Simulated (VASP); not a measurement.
Sn3Te, 4 atoms in the cell. Symmetry: Pm-3m, No. 221, cubic system. The conventional cell has a = 4.867 Å, b = 4.867 Å, c = 4.867 Å, α = 90.00°, β = 90.00°, γ = 90.00°. Sn (site symmetry 4/mmm) has 8 Sn at 3.44 Å and 4 Te at 3.44 Å within 4.5 Å. Te (site symmetry m-3m) has 12 Sn at 3.44 Å within 4.5 Å.  This cell differs from its parent crystal: strained.

```yaml
Program: VASP 6.6.1
Task: single point
Functional: PBEsol
Potentials_or_basis: VASP PAW PBE potentials, release 64 (Sn_d, Te)
Cutoff: 520 eV
k_mesh: 10 × 10 × 10
Occupations: gaussian, width 0.1 eV
Spin: no spin polarisation
Dipole_correction: no
Further_INCAR_settings: ALGO = Normal; EDIFF = 1e-06; NBANDS = 32
```

Potentials or basis: VASP PAW PBE potentials, release 64 (Sn_d, Te).

Command:

```bash
$ cat potpaw_PBE.64/Sn_d/POTCAR potpaw_PBE.64/Te/POTCAR > POTCAR
$ mpirun -np 1 vasp_std > vasp.out
```

Hardware: 1 thread of Intel(R) Xeon(R) Platinum 8488C (Sapphire Rapids), with other jobs on the host.

Question: Estimate the wall time of this run.

Answer: Run time: 110 s on 1 thread of Intel(R) Xeon(R) Platinum 8488C (Sapphire Rapids) (shared host), peak memory 0.31 GiB. Counts: scf iterations 11, k points 56.
